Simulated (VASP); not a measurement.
# Au (P-1) in VASP: a series of runs

Runs on Au. Level: PBE. Tasks: single point.

All numbers are computed with VASP 6.6.1; they aren't measurements. Logs are shortened: lines on timing, memory, paths and dates and some standing lists are left out, and cuts for length are marked.

## 1. The cell of the first run

The typed cell holds 2 atoms: a = 2.758 Å, b = 2.763 Å, c = 5.085 Å, α = 103.14°, β = 102.66°, γ = 90.26°.

## 2. Single point, PBE

Contents of INCAR:

```
SYSTEM = Au
PREC     = Accurate       ! precision mode
ENCUT    = 520            ! plane-wave cutoff, eV
EDIFF    = 1E-6           ! SCF threshold, eV
ISMEAR   = -1             ! smearing method
SIGMA    = 0.05           ! smearing width, eV
LREAL    = .FALSE.        ! projectors in reciprocal space
LASPH    = .TRUE.         ! aspherical terms in the spheres
NELM     = 100            ! most SCF steps
ALGO     = Fast           ! electronic algorithm
ISIF     = 2              ! what is computed and relaxed
LWAVE    = .FALSE.        ! write WAVECAR
LCHARG   = .FALSE.        ! write CHGCAR
GGA      = PE             ! functional
NBANDS   = 18             ! bands
```

Contents of KPOINTS:

```
Automatic mesh
0
G
  10 10 6
  0 0 0
```

Contents of POSCAR:

```
Au
1.0
    2.7580139704      0.0000000000      0.0000000000
   -0.0126908779      2.7626087492      0.0000000000
   -1.1146628489     -1.1612121098      4.8234957461
Au
2
Direct
    0.6728620000      0.6659620000      0.2740550000
    0.3271380000      0.3340380000      0.7259450000
```

Potentials or basis: VASP PAW PBE potentials, release 64 (Au).

Run with:

```
cat potpaw_PBE.64/Au/POTCAR > POTCAR
mpirun -np 1 vasp_std > vasp.out
```

OUTCAR:

```text
SYSTEM = Au
   PREC = Accurate
   ENCUT = 520
   EDIFF = 1E-6
   ISMEAR = -1
   LREAL = .FALSE.
   LASPH = .TRUE.
   NELM = 100
   ISIF = 2
   GGA = PE

 ion  position               nearest neighbor table
   1  0.673  0.666  0.274-   2 2.68   2 2.86   2 2.92   2 2.94   2 2.99   2 3.59
   2  0.327  0.334  0.726-   1 2.68   1 2.86   1 2.92   1 2.94   1 2.99   1 3.59

  LATTYP: Found a triclinic cell.
 ALAT       =     2.7580139704
 B/A-ratio  =     1.4186468224
 C/A-ratio  =     2.8424930260
 COS(alpha) =     0.0022337933
 COS(beta)  =     0.5581870929
 COS(gamma) =     0.7081406305

  Lattice vectors:

 A1 = (  -2.7580139704,   0.0000000000,   0.0000000000)
 A2 = (  -2.7707048483,   2.7626087492,   0.0000000000)
 A3 = (  -4.3759833361,  -4.3640053886,  -4.8234957461)

Analysis of symmetry for initial positions (statically):
=====================================================================
 Subroutine PRICEL returns:
 Original cell was already a primitive cell.

 Routine SETGRP: Setting up the symmetry group for a
 triclinic supercell.

 Subroutine GETGRP returns: Found  2 space group operations
 (whereof  2 operations were pure point group operations)
 out of a pool of  2 trial point group operations.

The static configuration has the point symmetry S_2 .

Analysis of symmetry for dynamics (positions and initial velocities):
=====================================================================
 Subroutine PRICEL returns:
 Original cell was already a primitive cell.

 Routine SETGRP: Setting up the symmetry group for a
 triclinic supercell.

 Subroutine GETGRP returns: Found  2 space group operations
 (whereof  2 operations were pure point group operations)
 out of a pool of  2 trial point group operations.

The dynamic configuration has the point symmetry S_2 .

 Subroutine INISYM returns: Found  2 space group operations
 (whereof  2 operations are pure point group operations),
 and found     1 'primitive' translations

----------------------------------------------------------------------------------------

                                     Primitive cell

  volume of cell :      36.7517

  direct lattice vectors                    reciprocal lattice vectors
     2.758013970  0.000000000  0.000000000     0.362579744  0.001665620  0.084189627
    -0.012690878  2.762608749  0.000000000     0.000000000  0.361976701  0.087142552
    -1.114662849 -1.161212110  4.823495746     0.000000000  0.000000000  0.207318520

  length of vectors
     2.758013970  2.762637899  5.084977684     0.372229417  0.372318353  0.207318520

  position of ions in fractional coordinates (direct lattice)
     0.672862000  0.665962000  0.274055000
     0.327138000  0.334038000  0.725945000

  ion indices of the primitive-cell ions
   primitive index   ion index
                 1           1
                 2           2

----------------------------------------------------------------------------------------

 KPOINTS: Automatic mesh

Automatic generation of k-mesh.
 Grid dimensions read from file:
 generate k-points for:   10   10    6

 Generating k-lattice:

  Cartesian coordinates                     Fractional coordinates (reciprocal lattice)
     0.036257974  0.000166562  0.008418963     0.100000000  0.000000000  0.000000000
     0.000000000  0.036197670  0.008714255     0.000000000  0.100000000  0.000000000
     0.000000000  0.000000000  0.034553087     0.000000000  0.000000000  0.166666667

  Length of vectors
     0.037222942  0.037231835  0.034553087

  Shift w.r.t. Gamma in fractional coordinates (k-lattice)
     0.000000000  0.000000000  0.000000000

 Subroutine IBZKPT returns following result:
 ===========================================

 Found    304 irreducible k-points:

 Following reciprocal coordinates:
            Coordinates               Weight
  0.000000  0.000000  0.000000      1.000000
  0.100000 -0.000000  0.000000      2.000000
  0.200000 -0.000000  0.000000      2.000000
  0.300000 -0.000000  0.000000      2.000000
  0.400000 -0.000000  0.000000      2.000000
  0.500000 -0.000000  0.000000      1.000000
[... 16 lines left out ...]
 -0.400000  0.200000 -0.000000      2.000000
 -0.300000  0.200000 -0.000000      2.000000
 [... further k-points ...]
   k-points           NKPTS =    304   k-points in BZ     NKDIM =    304   number of bands    NBANDS=     18
   number of dos      NEDOS =    301   number of ions     NIONS =      2
   total plane-waves  NPLWV =  23040
   dimension x,y,z NGX =    24 NGY =   24 NGZ =   40
   dimension x,y,z NGXF=    48 NGYF=   48 NGZF=   80
   ions per type =               2
   NGX,Y,Z   is equivalent  to a cutoff of  14.47, 14.44, 13.08 a.u.
   NGXF,Y,Z  is equivalent  to a cutoff of  28.93, 28.88, 26.15 a.u.
 SYSTEM =  Au
   PREC   = accura    normal or accurate (medium, high low for compatibility)
   ISTART =      0    job   : 0-new  1-cont  2-samecut
   ICHARG =      2    charge: 1-file 2-atom 10-const
   ISPIN  =      1    spin polarized calculation?
   LNONCOLLINEAR =      F non collinear calculations
   LSORBIT =      F    spin-orbit coupling
   LASPH  =      T    aspherical Exc in radial PAW
   ENCUT  =  520.0 eV  38.22 Ry    6.18 a.u.   5.13  5.14  9.45*2*pi/ulx,y,z
   NELM   =    100;   NELMIN=  2; NELMDL= -5     # of ELM steps
   EDIFF  = 0.1E-05   stopping-criterion for ELM
   LREAL  =      F    real-space projection
   EDIFFG = 0.1E-04   stopping-criterion for IOM
   NSW    =      0    number of steps for IOM
   IBRION =     -1    ionic relax: 0-MD 1-quasi-New 2-CG
   NFREE  =      0    steps in history (QN), initial steepest desc. (CG)
   ISIF   =      2    stress and relaxation
   ISYM   =      2    0-nonsym 1-usesym 2-fastsym
   POTIM  = 0.5000    time-step for ionic-motion
   TEBEG  =    0.0;   TEEND  =   0.0 temperature during run
   PSTRESS=    0.0 pullay stress
   NELECT =      22.0000    total number of electrons
   NUPDOWN=      -1.0000    fix difference up-down
   EMIN   =  10.00;   EMAX   =-10.00  energy-range for DOS
   EFERMI =   0.00;   METHOD = LEGACY
   ISMEAR =    -1;   SIGMA  =   0.05  broadening in eV -4-tet -1-fermi 0-gaus
   EFERMI_NEDOS =   21; number of points for ismear=-14 and -15
   IALGO  =     68    algorithm
   IMIX   =      4    mixing-type and parameters
     AMIX     =   0.40;   BMIX     =  1.00
     AMIX_MAG =   1.60;   BMIX_MAG =  1.00
  volume/ion in A,a.u.               =      18.38       124.01
  Fermi-wavevector in a.u.,A,eV,Ry     =   1.379716  2.607286 25.900284  1.903617
  Thomas-Fermi vector in A             =   2.504660
   LORBIT       =      0    0 simple, 1 ext, 2 COOP (PROOUT), +10 PAW based schemes
   GGA     = PE    functional components
   LHFCALC =     F    Hartree Fock is set to
   AEXX    =    0.0000 exact exchange contribution
   IVDW    =     0    specifies the selected vdW correction
   LEPSILON=     F    determine dielectric tensor
   LRPA    =     F    only Hartree local field effects (RPA)
 non-spin polarized calculation
 RMM-DIIS sequential band-by-band and
  energy-cutoff  :      520.00
  volume of cell :       36.75
 maximum number of plane-waves:      1003
 NGX is ok and might be reduce to    24
   NGX = 11   NGY = 11   NGZ = 19

 number of electron      22.0000000 magnetization

 Free energy of the ion-electron system (eV)
  ---------------------------------------------------
  ext. energy  EPLUGINS =         0.00000000
  ---------------------------------------------------
  free energy    TOTEN  =        -6.18546467 eV

  energy without entropy =       -6.18205752  energy(sigma->0) =       -6.18376110

 E-fermi :   8.0996     XC(G=0): -12.1823

 val. band max:        8.0599644776   @ k =   0.3000  -0.2000   0.3333
 cond. band min:       8.1264788646   @ k =   0.3000  -0.4000   0.3333
 fundamental gap:      0.0665143870
 Fermi energy:         8.0995643871

 k-point     1 :       0.0000    0.0000    0.0000
  band No.  band energies     occupation
      1      -0.9230      2.00000
      2       1.6406      2.00000
      3       1.9657      2.00000
      4       2.5396      2.00000
      5       3.1551      2.00000
      6       5.0720      2.00000
[... 10 lines left out ...]
     17      24.3262      0.00000
     18      26.1398      0.00000

 k-point     2 :       0.1000   -0.0000    0.0000
  band No.  band energies     occupation
      1      -0.6655      2.00000
      2       1.8032      2.00000
      3       2.1261      2.00000
      4       2.6733      2.00000
      5       3.2547      2.00000
      6       4.8428      2.00000
[... 10 lines left out ...]
     17      24.5890      0.00000
     18      26.1063      0.00000

 k-point     3 :       0.2000   -0.0000    0.0000
  band No.  band energies     occupation
      1       0.0303      2.00000
      2       1.9939      2.00000
      3       2.7712      2.00000
      4       2.9172      2.00000
      5       3.6448      2.00000
      6       4.1324      2.00000
[... 10 lines left out ...]
     17      25.2979      0.00000
     18      25.6200      0.00000

 k-point     4 :       0.3000   -0.0000    0.0000
  band No.  band energies     occupation
      1       0.9099      2.00000
      2       2.1268      2.00000
      3       2.9747      2.00000
      4       3.3262      2.00000
      5       3.6331      2.00000
      6       4.3611      2.00000
[... 375 lines left out ...]
      4       3.2566      2.00000
      5       3.7387      2.00000
      6       4.1962      2.00000
[... 10 lines left out ...]
     17      22.4194      0.00000
     18      23.4085      0.00000

 k-point    23 :      -0.4000    0.2000   -0.0000
  band No.  band energies     occupation
      1       1.9332      2.00000
      2       2.7808      2.00000
      3       2.9215      2.00000
      4       3.3037      2.00000
      5       3.7595      2.00000
      6       4.1733      2.00000
[... 10 lines left out ...]
     17      22.1619      0.00000
     18      23.8175      0.00000

 k-point    24 :      -0.3000    0.2000   -0.0000
  band No.  band energies     occupation
      1       1.5035      2.00000
      2       2.9737      2.00000
      3       3.0181      2.00000
      4       3.3784      2.00000
      5       3.6977      2.00000
      6       4.1759      2.00000
[... 10 lines left out ...]
     17      21.1353      0.00000
     18      25.4612      0.00000

 [... further k-points ...]

------------------------ aborting loop because EDIFF is reached ----------------------------------------

  FORCE on cell =-STRESS in cart. coord.  units (eV):
  Direction    XX          YY          ZZ          XY          YZ          ZX
  --------------------------------------------------------------------------------------
  -------------------------------------------------------------------------------------
  Total        1.5808340      1.4814432      2.1520581      0.0686348      0.2874916      0.3638884
  in kB       68.9158490     64.5829467     93.8181444      2.9921094     12.5330840     15.8635744
  external PRESSURE =      75.7723134 kB  Pullay stress =       0.0000000 kB

 VOLUME and BASIS-vectors are now :
 -----------------------------------------------------------------------------
  energy-cutoff  :      520.00
  volume of cell :       36.75
      direct lattice vectors                 reciprocal lattice vectors
     2.758013970  0.000000000  0.000000000     0.362579744  0.001665620  0.084189627
    -0.012690878  2.762608749  0.000000000     0.000000000  0.361976701  0.087142552
    -1.114662849 -1.161212110  4.823495746     0.000000000  0.000000000  0.207318520

 POSITION                                       TOTAL-FORCE (eV/Angst)
 -----------------------------------------------------------------------------------
      1.54183      1.52156      1.32190         0.048641      0.045090     -0.042880
      0.08883      0.07984      3.50159        -0.048641     -0.045090      0.042880
 -----------------------------------------------------------------------------------
    total drift:                                0.000000     -0.000000      0.000000

  FREE ENERGIE OF THE ION-ELECTRON SYSTEM (eV)
  ---------------------------------------------------
  free  energy   TOTEN  =        -6.1854646746 eV

  energy  without entropy=       -6.1820575204  energy(sigma->0) =       -6.18376110
```

It took 74 s on 1 thread of Intel Xeon 6975P-C (Granite Rapids), shared host; peak memory 0.28 GiB.

Results:

- Free energy: -6.1855 eV
- Pressure: 7.6 GPa
- Largest force: 0.079 eV/Å
- Band gap on the k mesh: zero (bands 11 and 12 overlap by 5.05 eV)

Forces in eV/Å, atoms in the order of the input:
```
Au   0.049  0.045 -0.043
Au  -0.049 -0.045  0.043
```

Stress tensor (GPa, compression positive):
```
6.89 0.30 1.59
0.30 6.46 1.25
1.59 1.25 9.38
```

Levels at points of the mesh, in eV from the Fermi level:
| k point | band 7 | band 8 | band 9 | band 10 | band 11 | band 12 | band 13 | band 14 | band 15 | band 16 |
| --- | --- | --- | --- | --- | --- | --- | --- | --- | --- | --- |
| (0.00, 0.00, 0.00) | -3.00 | -2.41 | -2.33 | -2.07 | -1.64 | -0.20 | 3.01 | 14.38 | 14.55 | 15.89 |
| (0.50, 0.00, 0.00) | -3.50 | -3.13 | -2.40 | -1.84 | 0.53 | 1.28 | 2.85 | 5.90 | 10.07 | 12.02 |
| (0.00, 0.50, 0.00) | -3.47 | -3.07 | -2.37 | -1.89 | 0.47 | 1.29 | 2.69 | 5.87 | 10.03 | 12.26 |
| (0.50, 0.50, 0.00) | -2.29 | -1.36 | -0.75 | -0.73 | 2.67 | 4.82 | 6.48 | 6.85 | 7.80 | 9.22 |
| (0.00, 0.00, 0.50) | -3.65 | -3.18 | -2.01 | -1.75 | -1.63 | -1.58 | 9.67 | 12.01 | 12.70 | 12.86 |
| (0.50, 0.00, 0.50) | -2.73 | -2.51 | -2.15 | -2.07 | 0.03 | 1.24 | 1.91 | 5.32 | 10.19 | 15.02 |
| (0.00, 0.50, 0.50) | -2.83 | -2.54 | -2.19 | -2.05 | 0.08 | 1.31 | 1.84 | 5.35 | 10.18 | 14.75 |
| (0.50, 0.50, 0.50) | -2.43 | -1.67 | -0.76 | -0.72 | 3.04 | 5.43 | 6.04 | 6.84 | 7.65 | 8.82 |

Caveat: the cell stands under pressure; spin-orbit coupling is left out, which moves the levels of the heavy elements.

## 3. Single point, PBE

This run uses another cell than the first one, of 18.77 Å³/atom.

Contents of INCAR:

```
ALGO = Fast
EDIFF = 1E-7
ENCUT = 520
GGA = PE
ISIF = 2
ISMEAR = -1
LASPH = T
LCHARG = F
LREAL = F
LWAVE = F
NBANDS = 18
NELM = 80
PREC = Accurate
SIGMA = 0.05
```

Contents of KPOINTS:

```
k-points
0
Gamma
  10 10 6
```

Contents of POSCAR:

```
Au
1.0
    2.7774372439      0.0000000000      0.0000000000
   -0.0127802532      2.7820643814      0.0000000000
   -1.1225128459     -1.1693899293      4.8574651452
Au
2
Direct
    0.6728620000      0.6659620000      0.2740550000
    0.3271380000      0.3340380000      0.7259450000
```

Potentials or basis: VASP PAW PBE potentials, release 64 (Au).

Run with:

```
cat potpaw_PBE.64/Au/POTCAR > POTCAR
mpirun -np 1 vasp_std > vasp.out
```

Run time: 65 s. Hardware: 1 thread of Intel Xeon 6975P-C (Granite Rapids), shared host; peak memory 0.28 GiB.

Results (log left out):

| Item | Value |
| --- | --- |
| Free energy | -6.2148 eV |
| Pressure | 4.3 GPa |
| Largest force | 0.058 eV/Å |
| Band gap on the k mesh | zero (bands 11 and 12 overlap by 5.04 eV) |

Forces on the atoms (eV/Å):
```
Au   0.042  0.039 -0.012
Au  -0.042 -0.039  0.012
```

Stress tensor (GPa, compression positive):
```
3.66 0.28 1.31
0.28 3.28 1.03
1.31 1.03 6.00
```

Levels at points of the mesh, in eV from the Fermi level:
| k point | band 7 | band 8 | band 9 | band 10 | band 11 | band 12 | band 13 | band 14 | band 15 | band 16 |
| --- | --- | --- | --- | --- | --- | --- | --- | --- | --- | --- |
| (0.00, 0.00, 0.00) | -2.95 | -2.37 | -2.30 | -2.05 | -1.64 | -0.11 | 2.91 | 14.26 | 14.41 | 15.78 |
| (0.50, 0.00, 0.00) | -3.43 | -3.04 | -2.36 | -1.83 | 0.51 | 1.24 | 2.85 | 5.78 | 9.95 | 11.87 |
| (0.00, 0.50, 0.00) | -3.39 | -2.98 | -2.34 | -1.87 | 0.45 | 1.24 | 2.69 | 5.74 | 9.91 | 12.11 |
| (0.50, 0.50, 0.00) | -2.26 | -1.36 | -0.77 | -0.76 | 2.69 | 4.77 | 6.31 | 6.78 | 7.62 | 9.13 |
| (0.00, 0.00, 0.50) | -3.57 | -3.11 | -1.99 | -1.74 | -1.63 | -1.58 | 9.56 | 11.85 | 12.60 | 12.76 |
| (0.50, 0.00, 0.50) | -2.68 | -2.47 | -2.08 | -2.05 | 0.04 | 1.28 | 1.84 | 5.19 | 10.09 | 14.82 |
| (0.00, 0.50, 0.50) | -2.77 | -2.49 | -2.13 | -2.03 | 0.08 | 1.34 | 1.78 | 5.22 | 10.08 | 14.56 |
| (0.50, 0.50, 0.50) | -2.40 | -1.66 | -0.78 | -0.74 | 3.05 | 5.37 | 5.87 | 6.77 | 7.48 | 8.75 |

Caveat: the cell stands under pressure; spin-orbit coupling is left out, which moves the levels of the heavy elements.

## 4. Single point, PBE

This run uses another cell than the first one, of 19.16 Å³/atom.

Contents of INCAR:

```
ALGO     = Fast           # electronic algorithm
EDIFF    = 1E-6           # SCF threshold, eV
ENCUT    = 520            # plane-wave cutoff, eV
GGA      = PE             # functional
ISIF     = 2              # what is computed and relaxed
ISMEAR   = -1             # smearing method
LASPH    = True           # aspherical terms in the spheres
LCHARG   = False          # write CHGCAR
LREAL    = False          # projectors in reciprocal space
LWAVE    = False          # write WAVECAR
NBANDS   = 18             # bands
NELM     = 80             # most SCF steps
PREC     = Accurate       # precision mode
SIGMA    = 0.05           # smearing width, eV
```

KPOINTS is that of step 3.

Contents of POSCAR:

```
Au
1.0
    2.7965925888      0.0000000000      0.0000000000
   -0.0128683956      2.8012516386      0.0000000000
   -1.1302545584     -1.1774549423      4.8909659635
Au
2
Direct
    0.6728620000      0.6659620000      0.2740550000
    0.3271380000      0.3340380000      0.7259450000
```

Run with:

```
cat potpaw_PBE.64/Au/POTCAR > POTCAR
mpirun -np 1 vasp_std > vasp.out
```

Run time: 62 s. Hardware: 1 thread of Intel Xeon 6975P-C (Granite Rapids), shared host; peak memory 0.28 GiB.

Results (log left out):

```yaml
Free_energy: -6.2292 eV
Pressure: 1.5 GPa
Largest_force: 0.051 eV/Å
Band_gap_on_the_k_mesh: zero (bands 11 and 12 overlap by 5.04 eV)
```

Forces in eV/Å, atoms in the order of the input:
```
Au   0.036  0.033  0.016
Au  -0.036 -0.033 -0.016
```

Stress tensor (GPa, compression positive):
```
0.87 0.25 1.07
0.25 0.54 0.84
1.07 0.84 3.04
```

Levels at points of the mesh, in eV from the Fermi level:
| k point | band 7 | band 8 | band 9 | band 10 | band 11 | band 12 | band 13 | band 14 | band 15 | band 16 |
| --- | --- | --- | --- | --- | --- | --- | --- | --- | --- | --- |
| (0.00, 0.00, 0.00) | -2.89 | -2.34 | -2.27 | -2.03 | -1.64 | -0.03 | 2.81 | 14.13 | 14.27 | 15.66 |
| (0.50, 0.00, 0.00) | -3.36 | -2.96 | -2.33 | -1.82 | 0.49 | 1.19 | 2.84 | 5.65 | 9.83 | 11.72 |
| (0.00, 0.50, 0.00) | -3.33 | -2.90 | -2.31 | -1.86 | 0.44 | 1.19 | 2.69 | 5.61 | 9.79 | 11.96 |
| (0.50, 0.50, 0.00) | -2.24 | -1.37 | -0.80 | -0.79 | 2.72 | 4.72 | 6.14 | 6.71 | 7.44 | 9.04 |
| (0.00, 0.00, 0.50) | -3.50 | -3.05 | -1.98 | -1.74 | -1.63 | -1.58 | 9.45 | 11.69 | 12.50 | 12.66 |
| (0.50, 0.00, 0.50) | -2.63 | -2.43 | -2.03 | -2.03 | 0.04 | 1.31 | 1.77 | 5.05 | 9.99 | 14.63 |
| (0.00, 0.50, 0.50) | -2.73 | -2.45 | -2.08 | -2.01 | 0.08 | 1.37 | 1.72 | 5.08 | 9.98 | 14.37 |
| (0.50, 0.50, 0.50) | -2.36 | -1.65 | -0.81 | -0.78 | 3.06 | 5.32 | 5.71 | 6.69 | 7.31 | 8.68 |

Caveat: spin-orbit coupling is left out, which moves the levels of the heavy elements.

## 5. The runs side by side

```tsv
cell	further INCAR settings	gap on the mesh (eV)	pressure (GPa)	largest force (eV/Å)
a = 2.758, b = 2.763, c = 5.085 Å, angles 103.1, 102.7, 90.3°, 2 atoms	ALGO = Fast; EDIFF = 1e-06; NBANDS = 18	none	7.6	0.08
a = 2.777, b = 2.782, c = 5.121 Å, angles 103.1, 102.7, 90.3°, 2 atoms	ALGO = Fast; EDIFF = 1e-07; NBANDS = 18	none	4.3	0.06
a = 2.797, b = 2.801, c = 5.156 Å, angles 103.1, 102.7, 90.3°, 2 atoms	ALGO = Fast; EDIFF = 1e-06; NBANDS = 18	none	1.5	0.05
```

Alike in all rows: task single point; level PBE; potentials or basis VASP PAW PBE potentials, release 64 (Au); no spin polarisation; k mesh 10 × 10 × 6; cutoff (eV) 520; smearing fermi-dirac 0.05 eV.

Caveats: spin-orbit coupling is left out, which moves the levels of the heavy elements; the cell stands under pressure (at least some runs).

Absolute energies hang on the potentials; compare differences alone.
